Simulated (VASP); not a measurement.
Sn:

```xyz
2
Lattice="3.3451 0.0000 0.0000 -1.6726 2.8970 0.0000 0.0000 0.0000 5.4054" Properties=species:S:1:pos:R:3 pbc="T T T"
Sn    0.0000    1.9313    1.3514
Sn    1.6726    0.9657    4.0541
```

This isn't the form of Sn at room conditions, which is tetragonal (white tin).

* Program: VASP 6.6.1
* Task: relaxation of cell and atoms
* Functional: PBEsol
* Potentials or basis: VASP PAW PBE potentials, release 64 (Sn_d)
* Cutoff: 600 eV
* k mesh: 15 × 15 × 8
* Occupations: gaussian, width 0.1 eV
* Spin: no spin polarisation

At the start: pressure 0.1 GPa; volume 26.19 Å³/atom.

Problem. Where does the relaxation end?

Solution. Over 7 steps the energy falls by 6.0 meV/atom and the volume is 26.26 Å³/atom (+0.3 %); space group P6_3/mmc (No. 194, to 0.1 Å) before and after.

The path:
```
step  energy change (eV)  largest force (eV/Å)  pressure (GPa)  volume (Å³)
   1              0.0000                0.0000            0.10        52.38
   2             -0.0096                0.0000           -0.02        52.49
   3             -0.0119                0.0000           -0.03        52.56
   4             -0.0120                0.0000           -0.04        52.57
   5             -0.0120                0.0000           -0.04        52.57
   6             -0.0120                0.0000            0.05        52.51
   7             -0.0120                0.0000            0.01        52.52
```

Final structure:
```xyz
2
Lattice="3.3031 0.0000 0.0000 -1.6515 2.8605 0.0000 0.0000 0.0000 5.5591" Properties=species:S:1:pos:R:3 pbc="T T T"
Sn    0.0000    1.9070    1.3898
Sn    1.6515    0.9535    4.1693
```

Caveat: the PAW data sets were made with another functional, which shifts forces and pressure a little.
